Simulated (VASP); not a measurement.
Write the native input for VASP 6.6.1 that does the following.

| Item | Value |
| --- | --- |
| Task | electric field gradients |
| Functional | LDA |
| Potentials or basis | VASP PAW LDA potentials, release 64 (B, P) |
| Cutoff | 520 eV |
| k mesh | 12 × 12 × 12 |
| Occupations | fermi-dirac, width 0.08 eV |
| Spin | no spin polarisation |
| Dipole correction | no |
| Further INCAR settings | ALGO = Normal; EDIFF = 1e-08; NBANDS = 11 |

The structure of BP lies in POSCAR:

```
BP
1.0
    0.0000000000      2.2988586873      2.2988586873
    2.2988586873      0.0000000000      2.2988586873
    2.2988586873      2.2988586873      0.0000000000
B P
1 1
Direct
    0.0000000000      0.0000000000      0.0000000000
    0.7500000000      0.7500000000      0.7500000000
```

This cell differs from its parent crystal: volume scaled by 1.04.

The input as run:

INCAR

```
SYSTEM = BP
  PREC = Accurate
  ENCUT = 520
  EDIFF = 1E-8
  ISMEAR = -1
  SIGMA = 0.08
  LREAL = .FALSE.
  LASPH = .TRUE.
  NELM = 60
  ALGO = Normal
  ISIF = 2
  LWAVE = .FALSE.
  LCHARG = .FALSE.
  GGA = CA
  LEFG = .TRUE.
  NBANDS = 11
```

KPOINTS

```
Automatic mesh
0
G
  12 12 12
  0 0 0
```

Potentials or basis: VASP PAW LDA potentials, release 64 (B, P).

Command:

```bash
$ cat potpaw_LDA.64/B/POTCAR potpaw_LDA.64/P/POTCAR > POTCAR
$ mpirun -np 1 vasp_std > vasp.out
```

Results of the run:

```
Pressure               : -11.0 GPa
Band gap on the k mesh : 1.23 eV, indirect (least direct gap 3.32 eV)
```

Caveat: without QUAD_EFG the Cq values of the log hold for a quadrupole moment of 1 mb, not for the nuclei.

Run time: 26 s on 1 thread of Intel Xeon 8259CL (shared host), peak memory 0.13 GiB.
